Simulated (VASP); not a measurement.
# Si16O (a cell with a defect) in VASP: a series of runs, part 2 of 2

VASP 6.6.1. Earlier steps stand in the parts before.

## Step 3: Single point, PBE, collinear spin, ferromagnetic start

INCAR

```
SYSTEM = Si16O
ALGO = Normal ; EDIFF = 1E-7
ENCUT = 520 ; GGA = PE
ISIF = 2 ; ISMEAR = -1
ISPIN = 2 ; LASPH = .TRUE.
LCHARG = .TRUE. ; LELF = .TRUE.
LORBIT = 11 ; LREAL = Auto
LVHAR = .TRUE. ; LWAVE = .FALSE.
MAGMOM = 0 0 0 0 0 0 0 0 0 0 0 0 0 0 0 0 1 ; NBANDS = 53
NELM = 150 ; PREC = Accurate
SIGMA = 0.02
```

KPOINTS

```
k-points
0
G
  2 2 2
  0 0 0
```

POSCAR

```
Si16O
1.0
    0.0000000000      5.4300000000      5.4300000000
    5.4300000000      0.0000000000      5.4300000000
    5.4300000000      5.4300000000      0.0000000000
Si O
16 1
Direct
    0.0023941068     -0.0937569061      0.0050276243
    0.1232596685      0.1135911602      0.0408103131
    0.0295211786      0.0279005525      0.4479189687
    0.1166574586      0.2067863720      0.5487937385
   -0.0326243094      0.4949815838     -0.0217403315
    0.2226058932      0.5253130755      0.0678729282
   -0.0510313076      0.5836464088      0.4593922652
    0.0853683241      0.6364917127      0.6093462247
    0.4726519337      0.0467219153     -0.0058931860
    0.6503499079      0.1114364641      0.1604604052
    0.5146685083     -0.0040239411      0.5454051565
    0.6594475138      0.1286372007      0.6317495396
    0.5893830571      0.4902486188     -0.0330478821
    0.5914364641      0.6709208103      0.1281399632
    0.4929189687      0.4713720074      0.4842449355
    0.5974585635      0.6247513812      0.6121915285
    0.2586556169      0.3199815838      0.3130018416
```

Potentials or basis: VASP PAW PBE potentials, release 64 (Si, O).

Command:

```bash
$ cat potpaw_PBE.64/Si/POTCAR potpaw_PBE.64/O/POTCAR > POTCAR
$ mpirun -np 1 vasp_std > vasp.out
```

OUTCAR:

```text
SYSTEM = Si16O
   EDIFF = 1E-7
   ENCUT = 520
   GGA = PE
   ISIF = 2
   ISMEAR = -1
   ISPIN = 2
   LASPH = .TRUE.
   LORBIT = 11
   LREAL = Auto
   NELM = 150
   PREC = Accurate

 ion  position               nearest neighbor table
   1  0.002  0.906  0.005-  10 2.37   2 2.38   6 2.47   4 3.04   7 3.07
   2  0.123  0.114  0.041-   9 2.33   1 2.38   5 2.43   3 2.63
   3  0.030  0.028  0.448-   4 2.33  12 2.36   8 2.50   2 2.63
   4  0.117  0.207  0.549-  17 1.62   3 2.33   7 2.38  11 2.64   1 3.04
   5  0.967  0.495  0.978-   8 2.32  14 2.41   2 2.43   6 2.52  13 2.97
   6  0.223  0.525  0.068-  17 1.80  13 2.42   1 2.47   5 2.52   7 2.78
   7  0.949  0.584  0.459-   8 2.16  16 2.26   4 2.38  17 2.41   6 2.78   1 3.07
   8  0.085  0.636  0.609-   7 2.16   5 2.32   3 2.50  15 2.56
   9  0.473  0.047  0.994-  12 2.31   2 2.33  14 2.36  10 2.61
  10  0.650  0.111  0.160-   1 2.37  11 2.42  13 2.43  17 2.55   9 2.61
  11  0.515  0.996  0.545-  12 2.29  10 2.42  16 2.42   4 2.64
  12  0.659  0.129  0.632-  15 2.22  11 2.29   9 2.31   3 2.36
  13  0.589  0.490  0.967-  14 2.28  16 2.36   6 2.42  10 2.43   5 2.97
  14  0.591  0.671  0.128-  13 2.28  15 2.30   9 2.36   5 2.41
  15  0.493  0.471  0.484-  12 2.22  14 2.30  16 2.43   8 2.56
  16  0.597  0.625  0.612-   7 2.26  13 2.36  11 2.42  15 2.43
  17  0.259  0.320  0.313-   4 1.62   6 1.80   7 2.41  10 2.55

  LATTYP: Found a face centered cubic cell.
 ALAT       =    10.8600000000

  Lattice vectors:

 A1 = (   0.0000000000,   5.4300000000,   5.4300000000)
 A2 = (   5.4300000000,   0.0000000000,   5.4300000000)
 A3 = (   5.4300000000,   5.4300000000,   0.0000000000)

Analysis of symmetry for initial positions (statically):
=====================================================================
 Subroutine PRICEL returns:
 Original cell was already a primitive cell.

 Routine SETGRP: Setting up the symmetry group for a
 face centered cubic supercell.

 Subroutine GETGRP returns: Found  1 space group operations
 (whereof  1 operations were pure point group operations)
 out of a pool of 48 trial point group operations.

The static configuration has the point symmetry C_1 .

Analysis of symmetry for dynamics (positions and initial velocities):
=====================================================================
 Subroutine PRICEL returns:
 Original cell was already a primitive cell.

 Routine SETGRP: Setting up the symmetry group for a
 face centered cubic supercell.

 Subroutine GETGRP returns: Found  1 space group operations
 (whereof  1 operations were pure point group operations)
 out of a pool of 48 trial point group operations.

The dynamic configuration has the point symmetry C_1 .

Analysis of structural, dynamic, and magnetic symmetry:
=====================================================================
 Subroutine PRICEL returns:
 Original cell was already a primitive cell.

 Routine SETGRP: Setting up the symmetry group for a
 face centered cubic supercell.

 Subroutine GETGRP returns: Found  1 space group operations
 (whereof  1 operations were pure point group operations)
 out of a pool of 48 trial point group operations.

The overall configuration has the point symmetry C_1 .

 Subroutine INISYM returns: Found  1 space group operations
 (whereof  1 operations are pure point group operations),
 and found     1 'primitive' translations

----------------------------------------------------------------------------------------

                                     Primitive cell

[... 120 lines left out ...]
   IALGO  =     38    algorithm
   IMIX   =      4    mixing-type and parameters
     AMIX     =   0.40;   BMIX     =  1.00
     AMIX_MAG =   1.60;   BMIX_MAG =  1.00
  volume/ion in A,a.u.               =      18.84       127.11
  Fermi-wavevector in a.u.,A,eV,Ry     =   0.986199  1.863645 13.232857  0.972588
  Thomas-Fermi vector in A             =   2.117562
   LORBIT       =     11    0 simple, 1 ext, 2 COOP (PROOUT), +10 PAW based schemes
   GGA     = PE    functional components
   LHFCALC =     F    Hartree Fock is set to
   AEXX    =    0.0000 exact exchange contribution
   IVDW    =     0    specifies the selected vdW correction
   LEPSILON=     F    determine dielectric tensor
   LRPA    =     F    only Hartree local field effects (RPA)
 spin polarized calculation
  energy-cutoff  :      520.00
  volume of cell :      320.21
 maximum number of plane-waves:      8646
 NGX is ok and might be reduce to    60
   NGX = 29   NGY = 29   NGZ = 29

 number of electron      69.9999999 magnetization      -0.0009720

 number of electron      69.9999999 magnetization       0.0000005

 Free energy of the ion-electron system (eV)
  ---------------------------------------------------
  ext. energy  EPLUGINS =         0.00000000
  ---------------------------------------------------
  free energy    TOTEN  =       -87.29395915 eV

  energy without entropy =      -87.29323629  energy(sigma->0) =      -87.29359772

 E-fermi :   6.2449     XC(G=0):  -9.6432

 val. band max:        6.1535460855   @ k =   0.5000   0.5000   0.0000
 cond. band min:       6.3318148840   @ k =   0.0000   0.0000   0.5000
 fundamental gap:      0.1782687985
 Fermi energy:         6.2448990219

 spin component 1

 k-point     1 :       0.0000    0.0000    0.0000
  band No.  band energies     occupation
      1     -14.7409      1.00000
      2      -5.8124      1.00000
      3      -4.4425      1.00000
      4      -3.8676      1.00000
      5      -3.5069      1.00000
      6      -3.2872      1.00000
[... 389 lines left out ...]
     46       9.7411      0.00000
     47      10.0598      0.00000
 Fermi energy:         6.2448990219

 spin component 2

 k-point     1 :       0.0000    0.0000    0.0000
  band No.  band energies     occupation
      1     -14.7409      1.00000
      2      -5.8124      1.00000
      3      -4.4425      1.00000
      4      -3.8676      1.00000
      5      -3.5069      1.00000
      6      -3.2872      1.00000
[... 389 lines left out ...]
     46       9.7411      0.00000
     47      10.0598      0.00000
 [bands above 47 left out]

------------------------ aborting loop because EDIFF is reached ----------------------------------------

  FORCE on cell =-STRESS in cart. coord.  units (eV):
  Direction    XX          YY          ZZ          XY          YZ          ZX
  --------------------------------------------------------------------------------------
  -------------------------------------------------------------------------------------
  Total        3.2012167     -0.1898862      7.6273222      1.2319615      0.7784839     -2.6333592
  in kB       16.0175529     -0.9501112     38.1639385      6.1642215      3.8952086    -13.1762308
  external PRESSURE =      17.7437934 kB  Pullay stress =       0.0000000 kB

 VOLUME and BASIS-vectors are now :
 -----------------------------------------------------------------------------
  energy-cutoff  :      520.00
  volume of cell :      320.21
      direct lattice vectors                 reciprocal lattice vectors
     0.000000000  5.430000000  5.430000000    -0.092081031  0.092081031  0.092081031
     5.430000000  0.000000000  5.430000000     0.092081031 -0.092081031  0.092081031
     5.430000000  5.430000000  0.000000000     0.092081031  0.092081031 -0.092081031

 POSITION                                       TOTAL-FORCE (eV/Angst)
 -----------------------------------------------------------------------------------
      4.94820      0.04030      4.93390        -0.056369      0.582945      0.277212
      0.83840      0.89090      1.28610         1.600409      0.518280     -0.305251
      2.58370      2.59250      0.31180        -0.875653     -0.215179     -0.987664
      4.10280      3.61340      1.75630         0.220846      2.194188     -2.170198
      7.99970     10.56480      7.94060        -0.140419      1.007334      0.245873
      3.22100      1.57730      4.06120         0.655844     -0.233022     -0.623957
[... 9 lines left out ...]
      6.71660      6.56840      6.63660         0.845833     -0.100966      0.059111
      3.43710      3.10410      3.14200        -1.150681     -1.827983      3.294315
 -----------------------------------------------------------------------------------
    total drift:                                0.001421     -0.003909     -0.007652

  FREE ENERGIE OF THE ION-ELECTRON SYSTEM (eV)
  ---------------------------------------------------
  free  energy   TOTEN  =       -87.2939591486 eV

  energy  without entropy=      -87.2932362867  energy(sigma->0) =      -87.29359772

 total charge

# of ion       s       p       d       tot
------------------------------------------
    1        0.811   0.808   0.000   1.618
    2        0.766   0.858   0.000   1.624
    3        0.769   0.874   0.000   1.643
    4        0.763   0.883   0.000   1.645
    5        0.757   0.875   0.000   1.632
    6        0.766   0.788   0.000   1.554
[... 9 lines left out ...]
   16        0.758   0.909   0.000   1.667
   17        1.592   3.549   0.000   5.140
--------------------------------------------------
tot         13.873  17.690   0.000  31.564

 magnetization (x)

# of ion       s       p       d       tot
------------------------------------------
    1       -0.000   0.000   0.000  -0.000
    2       -0.000  -0.000   0.000  -0.000
    3        0.000   0.000   0.000   0.000
    4        0.000   0.000   0.000   0.000
    5       -0.000  -0.000   0.000  -0.000
    6        0.000   0.000   0.000   0.000
[... 9 lines left out ...]
   16       -0.000  -0.000   0.000  -0.000
   17        0.000   0.000   0.000   0.000
--------------------------------------------------
tot          0.000   0.000   0.000   0.000
```

It took 27 min on 1 thread of Oxide Virtual Turin-like, shared host; peak memory 0.68 GiB.

Results:

* Free energy: -87.2940 eV
* Pressure: 1.8 GPa
* Largest force: 3.939 eV/Å
* Band gap on the k mesh: 0.18 eV
* Net moment: 0.00 μB per cell
* Valence electrons inside the program's atomic spheres: Si 1.62, 1.64, 1.65, 1.63, 1.55, 1.69, 1.68, 1.66, 1.60, 1.73, 1.67, 1.70; O 5.14

Forces on the atoms (eV/Å):
```
Si  -0.056  0.583  0.277
Si   1.600  0.518 -0.305
Si  -0.876 -0.215 -0.988
Si   0.221  2.194 -2.170
Si  -0.140  1.007  0.246
Si   0.656 -0.233 -0.624
Si  -0.851 -1.665 -0.325
Si   0.753  1.557  2.429
Si   0.487  1.246  0.527
Si  -0.328 -1.045 -0.765
Si  -0.825 -0.943 -1.189
Si  -1.091  0.753 -0.441
Si  -0.914 -0.937 -0.954
Si  -0.747  0.376  0.737
Si   2.414 -1.268  0.192
Si   0.846 -0.101  0.059
O   -1.151 -1.828  3.294
```

Stress tensor (GPa, compression positive):
```
 1.60  0.62 -1.32
 0.62 -0.10  0.39
-1.32  0.39  3.82
```

Caveat: the k points lie up to 0.50 Å⁻¹ apart.
